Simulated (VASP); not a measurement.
Input of a VASP 6.6.1 run:

INCAR

```
SYSTEM = Mg4Se
PREC = Accurate
ENCUT = 600
EDIFF = 1E-6
ISMEAR = 0
SIGMA = 0.2
LREAL = .FALSE.
LASPH = .TRUE.
NELM = 120
ALGO = Normal
ISIF = 2
LWAVE = .FALSE.
LCHARG = .TRUE.
GGA = PE
LELF = .TRUE.
LVHAR = .TRUE.
NBANDS = 25
GGA_COMPAT = .FALSE.
```

KPOINTS

```
regular mesh
0
G
  3 3 3
  0 0 0
```

File POSCAR:

```
Mg4Se
1.0
    0.0000000000      5.1176421033      5.1176421033
    5.1176421033      0.0000000000      5.1176421033
    5.1176421033      5.1176421033      0.0000000000
Mg Se
8 2
Direct
    0.3950453474      0.3950453474      0.3950453474
    0.3950453474      0.3950453474      0.8148639579
    0.3950453474      0.8148639579      0.3950453474
    0.8549546526      0.8549546526      0.4351360421
    0.8549546526      0.8549546526      0.8549546526
    0.8148639579      0.3950453474      0.3950453474
    0.8549546526      0.4351360421      0.8549546526
    0.4351360421      0.8549546526      0.8549546526
    0.0000000000      0.0000000000      0.0000000000
    0.2500000000      0.2500000000      0.2500000000
```

Potentials or basis: VASP PAW PBE potentials, release 64 (Mg, Se).

The run is started by

```bash
$ cat potpaw_PBE.64/Mg/POTCAR potpaw_PBE.64/Se/POTCAR > POTCAR
$ mpirun -np 1 vasp_std > vasp.out
```

(1) What does it give for the pressure?

(2) Predict the band gap on the k mesh.

(3) Predict the largest force.

## Answers

(1) -0.1 GPa.

(2) zero (bands 14 and 15 overlap by 0.69 eV).

(3) 0.032 eV/Å.

Caveat: semilocal functionals underestimate gaps, so a narrow gap can read as zero.
